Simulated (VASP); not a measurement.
# Ni in VASP: further runs, part 2 of 3

VASP 6.6.1.

## (4) Electric field gradients, LDA, collinear spin, ferromagnetic start (volume scaled by 1.025)

INCAR

```
SYSTEM = Ni
ALGO = Normal
EDIFF = 1E-8
ENCUT = 520
ISIF = 2
ISMEAR = -1
ISPIN = 2
LASPH = .TRUE.
LCHARG = .FALSE.
LEFG = .TRUE.
LMAXMIX = 4
LORBIT = 11
LREAL = .FALSE.
LWAVE = .FALSE.
MAGMOM = 1.5
NBANDS = 15
NELM = 150
PREC = Accurate
SIGMA = 0.05
```

KPOINTS

```
k-points
0
G
  20 20 20
  0 0 0
```

POSCAR

```
Ni
1.0
    0.0000000000      1.7825618196      1.7825618196
    1.7825618196      0.0000000000      1.7825618196
    1.7825618196      1.7825618196      0.0000000000
Ni
1
Direct
    0.0000000000      0.0000000000      0.0000000000
```

Potentials or basis: VASP PAW LDA potentials, release 64 (Ni).

Started as:

```sh
$ cat potpaw_LDA.64/Ni/POTCAR > POTCAR
$ mpirun -np 1 vasp_std > vasp.out
```

OUTCAR:

```text
SYSTEM = Ni
   EDIFF = 1E-8
   ENCUT = 520
   ISIF = 2
   ISMEAR = -1
   ISPIN = 2
   LASPH = .TRUE.
   LORBIT = 11
   LREAL = .FALSE.
   NELM = 150
   PREC = Accurate

 ion  position               nearest neighbor table
   1  0.000  0.000  0.000-

  LATTYP: Found a face centered cubic cell.
 ALAT       =     3.5651236392

  Lattice vectors:

 A1 = (   0.0000000000,   1.7825618196,   1.7825618196)
 A2 = (   1.7825618196,   0.0000000000,   1.7825618196)
[... 1095 lines left out ...]
  energy  without entropy=       -6.4662804974  energy(sigma->0) =       -6.47423781

 Electric field gradients (V/A^2)
---------------------------------------------------------------------
 ion       V_xx      V_yy      V_zz      V_xy      V_xz      V_yz
---------------------------------------------------------------------
   1      -0.000    -0.000    -0.000    -0.001    -0.001    -0.001
---------------------------------------------------------------------

 Electric field gradients after diagonalization (V/A^2)
 (convention: |V_zz| > |V_xx| > |V_yy|)
----------------------------------------------------------------------
 ion       V_xx      V_yy      V_zz     asymmetry (V_yy - V_xx)/ V_zz
----------------------------------------------------------------------
   1       0.001     0.001    -0.002       0.000
----------------------------------------------------------------------

           NMR quadrupolar parameters

 Cq : quadrupolar parameter    Cq=e*Q*V_zz/h
 eta: asymmetry parameters     (V_yy - V_xx)/ V_zz
 Q  : nuclear electric quadrupole moment in mb (millibarn)
----------------------------------------------------------------------
 ion       Cq(MHz)       eta       Q (mb)
----------------------------------------------------------------------
   1      -0.000       0.000       1.000
----------------------------------------------------------------------

 total charge

# of ion       s       p       d       tot
------------------------------------------
    1        0.483   0.461   8.308   9.252

 magnetization (x)

# of ion       s       p       d       tot
------------------------------------------
    1       -0.005  -0.018   0.645   0.622
```

OSZICAR:

```text
N       E                     dE             d eps       ncg     rms          rms(c)
DAV:   1     0.325298753608E+02    0.32530E+02   -0.41936E+03 16217   0.858E+02
DAV:   2    -0.603112964661E+01   -0.38561E+02   -0.35599E+02 17348   0.161E+02
DAV:   3    -0.754232637491E+01   -0.15112E+01   -0.15027E+01 18860   0.315E+01
DAV:   4    -0.755200454792E+01   -0.96782E-02   -0.96767E-02 18480   0.240E+00
DAV:   5    -0.755213293553E+01   -0.12839E-03   -0.12839E-03 19331   0.250E-01    0.102E+01
DAV:   6    -0.695075445786E+01    0.60138E+00   -0.15548E+01 22171   0.442E+01    0.685E+00
DAV:   7    -0.649953178308E+01    0.45122E+00   -0.31903E+00 20900   0.177E+01    0.164E+00
DAV:   8    -0.648650827872E+01    0.13024E-01   -0.22493E-02 18122   0.897E-01    0.860E-01
DAV:   9    -0.648319859147E+01    0.33097E-02   -0.20202E-03 25279   0.247E-01    0.286E-01
DAV:  10    -0.648221142458E+01    0.98717E-03   -0.11683E-03 26412   0.182E-01    0.384E-02
DAV:  11    -0.648219540653E+01    0.16018E-04   -0.21737E-05 22284   0.301E-02    0.264E-02
DAV:  12    -0.648219548207E+01   -0.75539E-07   -0.54470E-06 24042   0.119E-02    0.597E-03
DAV:  13    -0.648219530531E+01    0.17676E-06   -0.10863E-07 20676   0.390E-03    0.514E-03
DAV:  14    -0.648219511885E+01    0.18646E-06   -0.11098E-07 17713   0.215E-03    0.100E-03
DAV:  15    -0.648219511703E+01    0.18247E-08   -0.81361E-09 14568   0.781E-04
   1 F= -.64821951E+01 E0= -.64742378E+01  d E =-.159146E-01  mag=     0.6143
```

Run time: 91 s. Hardware: 1 thread of AMD EPYC 7R43 (Zen 3), shared host; peak memory 0.14 GiB.

Results:

* Free energy: -6.4822 eV
* Pressure: -22.8 GPa
* Net moment: 0.61 μB per cell
* Site moments: Ni +0.62 μB
* Valence electrons inside the program's atomic spheres: Ni 9.25

Levels at points of the mesh, in eV from the Fermi level:
Spin up:
```tsv
k point	band 2	band 3	band 4	band 5	band 6	band 7	band 8	band 9
(0.00, 0.00, 0.00)	-2.25	-2.25	-2.25	-1.16	-1.16	23.45	26.88	26.88
(0.50, 0.00, 0.00)	-2.25	-2.25	-0.52	-0.52	-0.17	5.43	21.99	23.87
(0.50, 0.50, 0.00)	-3.92	-0.49	-0.38	-0.38	2.44	8.92	14.41	14.41
```
Spin down:
| k point | band 2 | band 3 | band 4 | band 5 | band 6 | band 7 | band 8 | band 9 |
| --- | --- | --- | --- | --- | --- | --- | --- | --- |
| (0.00, 0.00, 0.00) | -1.62 | -1.62 | -1.62 | -0.58 | -0.58 | 23.43 | 26.93 | 26.93 |
| (0.50, 0.00, 0.00) | -1.68 | -1.68 | -0.15 | 0.14 | 0.14 | 5.81 | 21.96 | 23.98 |
| (0.50, 0.50, 0.00) | -3.39 | 0.11 | 0.33 | 0.33 | 2.48 | 9.19 | 14.47 | 14.47 |

Caveat: without QUAD_EFG the Cq values of the log hold for a quadrupole moment of 1 mb, not for the nuclei.

## (5) Electric field gradients, LDA, collinear spin, ferromagnetic start (volume scaled by 1.05)

INCAR

```
SYSTEM = Ni
PREC = Accurate
ENCUT = 520
EDIFF = 1E-8
ISMEAR = -1
SIGMA = 0.05
LREAL = .False.
LASPH = .True.
NELM = 150
ALGO = Normal
ISIF = 2
LWAVE = .False.
LCHARG = .False.
ISPIN = 2
MAGMOM = 1.5
LORBIT = 11
LMAXMIX = 4
LEFG = .True.
NBANDS = 15
```

KPOINTS

```
regular mesh
0
Gamma
  20 20 20
  0 0 0
```

POSCAR

```
Ni
1.0
    0.0000000000      1.7969379390      1.7969379390
    1.7969379390      0.0000000000      1.7969379390
    1.7969379390      1.7969379390      0.0000000000
Ni
1
Direct
    0.0000000000      0.0000000000      0.0000000000
```

Potentials or basis: VASP PAW LDA potentials, release 64 (Ni).

Started as:

```sh
$ cat potpaw_LDA.64/Ni/POTCAR > POTCAR
$ mpirun -np 1 vasp_std > vasp.out
```

OUTCAR:

```text
SYSTEM = Ni
   PREC = Accurate
   ENCUT = 520
   EDIFF = 1E-8
   ISMEAR = -1
   LREAL = .False.
   LASPH = .True.
   NELM = 150
   ISIF = 2
   ISPIN = 2
   LORBIT = 11

 ion  position               nearest neighbor table
   1  0.000  0.000  0.000-

  LATTYP: Found a face centered cubic cell.
 ALAT       =     3.5938758780

  Lattice vectors:

 A1 = (   0.0000000000,   1.7969379390,   1.7969379390)
 A2 = (   1.7969379390,   0.0000000000,   1.7969379390)
[... 1098 lines left out ...]

 Electric field gradients (V/A^2)
---------------------------------------------------------------------
 ion       V_xx      V_yy      V_zz      V_xy      V_xz      V_yz
---------------------------------------------------------------------
   1      -0.000    -0.000     0.000    -0.001    -0.001    -0.001
---------------------------------------------------------------------

 Electric field gradients after diagonalization (V/A^2)
 (convention: |V_zz| > |V_xx| > |V_yy|)
----------------------------------------------------------------------
 ion       V_xx      V_yy      V_zz     asymmetry (V_yy - V_xx)/ V_zz
----------------------------------------------------------------------
   1       0.001     0.001    -0.001       0.000
----------------------------------------------------------------------

           NMR quadrupolar parameters

 Cq : quadrupolar parameter    Cq=e*Q*V_zz/h
 eta: asymmetry parameters     (V_yy - V_xx)/ V_zz
 Q  : nuclear electric quadrupole moment in mb (millibarn)
----------------------------------------------------------------------
 ion       Cq(MHz)       eta       Q (mb)
----------------------------------------------------------------------
   1      -0.000       0.000       1.000
----------------------------------------------------------------------

 total charge

# of ion       s       p       d       tot
------------------------------------------
    1        0.473   0.441   8.299   9.214

 magnetization (x)

# of ion       s       p       d       tot
------------------------------------------
    1       -0.005  -0.018   0.650   0.627
```

OSZICAR:

```text
N       E                     dE             d eps       ncg     rms          rms(c)
DAV:   1     0.320625519178E+02    0.32063E+02   -0.42558E+03 16337   0.851E+02
DAV:   2    -0.603956215838E+01   -0.38102E+02   -0.35226E+02 17453   0.160E+02
DAV:   3    -0.749884956532E+01   -0.14593E+01   -0.14475E+01 18867   0.310E+01
DAV:   4    -0.750881315682E+01   -0.99636E-02   -0.99619E-02 18611   0.241E+00
DAV:   5    -0.750896265943E+01   -0.14950E-03   -0.14950E-03 19322   0.268E-01    0.100E+01
DAV:   6    -0.694371546449E+01    0.56525E+00   -0.16078E+01 22164   0.446E+01    0.713E+00
DAV:   7    -0.645666663880E+01    0.48705E+00   -0.34120E+00 21073   0.181E+01    0.157E+00
DAV:   8    -0.644462676149E+01    0.12040E-01   -0.21922E-02 17813   0.871E-01    0.835E-01
DAV:   9    -0.644135751345E+01    0.32692E-02   -0.20155E-03 25312   0.246E-01    0.278E-01
DAV:  10    -0.644034831291E+01    0.10092E-02   -0.12526E-03 26508   0.188E-01    0.393E-02
DAV:  11    -0.644033329731E+01    0.15016E-04   -0.20930E-05 21612   0.304E-02    0.273E-02
DAV:  12    -0.644033335645E+01   -0.59137E-07   -0.57044E-06 24240   0.119E-02    0.671E-03
DAV:  13    -0.644033315038E+01    0.20607E-06   -0.10871E-07 20678   0.394E-03    0.510E-03
DAV:  14    -0.644033296863E+01    0.18175E-06   -0.12088E-07 17678   0.217E-03    0.106E-03
DAV:  15    -0.644033296818E+01    0.44884E-09   -0.83433E-09 14428   0.800E-04
   1 F= -.64403330E+01 E0= -.64321433E+01  d E =-.163793E-01  mag=     0.6176
```

stdout:

```text
POSCAR found type information on POSCAR Ni
 POSCAR found :  1 types and       1 ions
 scaLAPACK will be used
 LDA part: xc-table for (Slater(with rela. corr.)+CA(PZ))
 , standard interpolation
 POSCAR, INCAR and KPOINTS ok, starting setup
 FFT: planning ... GRIDC
 FFT: planning ... GRID_SOFT
 FFT: planning ... GRID
 WAVECAR not read
 entering main loop
ion   1
```

It took 87 s on 1 thread of AMD EPYC 7R43 (Zen 3), shared host; peak memory 0.14 GiB.

What came out:

```yaml
Free_energy: -6.4403 eV
Pressure: -25.7 GPa
Net_moment: 0.62 μB per cell
Site_moments: Ni +0.63 μB
Valence_electrons_inside_the_program's_atomic_spheres: Ni 9.21
```

Caveat: without QUAD_EFG the Cq values of the log hold for a quadrupole moment of 1 mb, not for the nuclei.

[end of part 2 of 3]
